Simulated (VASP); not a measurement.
Set up this calculation in VASP 6.6.1, as the native input.

* Task: relaxation of cell and atoms
* Functional: PBE
* Potentials or basis: VASP PAW PBE potentials, release 64 (Mn_pv, S)
* Cutoff: 600 eV
* k mesh: 14 × 14 × 14
* Occupations: gaussian, width 0.2 eV
* Spin: collinear spin, ferromagnetic start
* Starting moments: [4.42, 0.14] μB
* Dipole correction: no
* Further INCAR settings: ALGO = Normal; EDIFF = 1e-06; IBRION = 2; EDIFFG = -0.001; NSW = 80; ISIF = 3

The structure of MnS lies in POSCAR:

```
MnS
1.0
    0.0000000000      2.5476020649      2.5476020649
    2.5476020649      0.0000000000      2.5476020649
    2.5476020649      2.5476020649      0.0000000000
Mn S
1 1
Direct
    0.0000000000      0.0000000000      0.0000000000
    0.5000000000      0.5000000000      0.5000000000
```

The input as run:

INCAR

```
PREC = Accurate
ENCUT = 600
EDIFF = 1E-6
ISMEAR = 0
SIGMA = 0.2
LREAL = False
LASPH = True
NELM = 150
ALGO = Normal
ISIF = 3
LWAVE = False
LCHARG = False
ISPIN = 2
MAGMOM = 4.42 0.14
LORBIT = 11
LMAXMIX = 4
GGA = PE
IBRION = 2
NSW = 80
EDIFFG = -0.001
```

KPOINTS

```
regular mesh
0
Gamma
  14 14 14
```

Potentials or basis: VASP PAW PBE potentials, release 64 (Mn_pv, S).

The run is started by

```bash
$ cat potpaw_PBE.64/Mn_pv/POTCAR potpaw_PBE.64/S/POTCAR > POTCAR
$ mpirun -np 1 vasp_std > vasp.out
```

Results of the run:

The relaxed volume is 16.57 Å³/atom. The relaxed cell is a = 3.606 Å, b = 3.606 Å, c = 3.606 Å, α = 60.00°, β = 60.00°, γ = 60.00°. The space group after relaxing (to 0.1 Å) is Fm-3m (No. 225), the energy gained by relaxing is 0.0 meV/atom and the ionic steps are 4. The pressure after relaxing is 0.0 GPa, the net moment is 4.50 μB per cell and the site moments are Mn +4.10; S +0.09 μB. The valence electrons inside the program's atomic spheres are Mn 11.37; S 3.74.

Caveat: a cell with one magnetic atom can't hold antiferromagnetic order, which such compounds often take.

Run time: 2.3 min on 1 thread of Intel(R) Xeon(R) 6975P-C (Granite Rapids) (shared host), peak memory 0.25 GiB.
